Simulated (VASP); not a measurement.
Runs of VASP 6.6.1 on Ta2N. The structure is that of space group P-3m1 (No. 164), or close to it. The cells are those of the table. 

| potentials or basis | cell | cutoff (eV) | gap on the mesh (eV) | pressure (GPa) | largest force (eV/Å) |
| --- | --- | --- | --- | --- | --- |
| VASP PAW LDA potentials, release 64 (Ta_sv_GW, N) | a = 3.062, b = 3.062, c = 5.122 Å, angles 90.0, 90.0, 120.0°, 3 atoms | 700 | none | (a) | 0.02 |
| VASP PAW LDA potentials, release 64 (Ta_sv_GW, N) | a = 3.062, b = 3.062, c = 4.676 Å, angles 90.0, 90.0, 120.0°, 3 atoms | 700 | none | (b) | 0.01 |
| VASP PAW LDA potentials, release 64 (Ta_pv, N) | a = 3.063, b = 3.124, c = 4.899 Å, angles 90.0, 90.0, 122.0°, 3 atoms | 520 | none | -4.9 | 0.15 |
| VASP PAW LDA potentials, release 64 (Ta_sv_GW, N) | a = 3.062, b = 3.062, c = 4.564 Å, angles 90.0, 90.0, 120.0°, 3 atoms | 700 | none | 18.2 | 0.01 |
| VASP PAW LDA potentials, release 64 (Ta_sv_GW, N) | a = 3.063, b = 3.124, c = 4.452 Å, angles 90.0, 90.0, 122.0°, 3 atoms | 700 | none | 29.3 | 0.09 |
| VASP PAW LDA potentials, release 64 (Ta_sv_GW, N) | a = 3.063, b = 3.124, c = 5.122 Å, angles 90.0, 90.0, 122.0°, 3 atoms | 700 | none | -17.0 | 0.11 |

Alike in all rows: task single point; level LDA; no spin polarisation; k mesh 15 × 15 × 8; smearing gaussian 0.15 eV.

Q: Fill in the values left out.

A: (a) -17.5; (b) 9.0.

Caveats: spin-orbit coupling is left out, which moves the levels of the heavy elements; the stress differs along the axes, from -26 to -13 GPa (at least some runs); the stress differs along the axes, from 7 to 13 GPa (at least some runs); the stress differs along the axes, from -8 to -3 GPa (at least some runs); the stress differs along the axes, from 14 to 27 GPa (at least some runs); the stress differs along the axes, from 22 to 43 GPa (at least some runs); the stress differs along the axes, from -25 to -13 GPa (at least some runs).

A k mesh can miss the band edges, and the runs leave out spin-orbit coupling on Ta.

A gap of «none» marks levels without a gap at the run's occupations.

The runs don't all hold the same shells in valence.
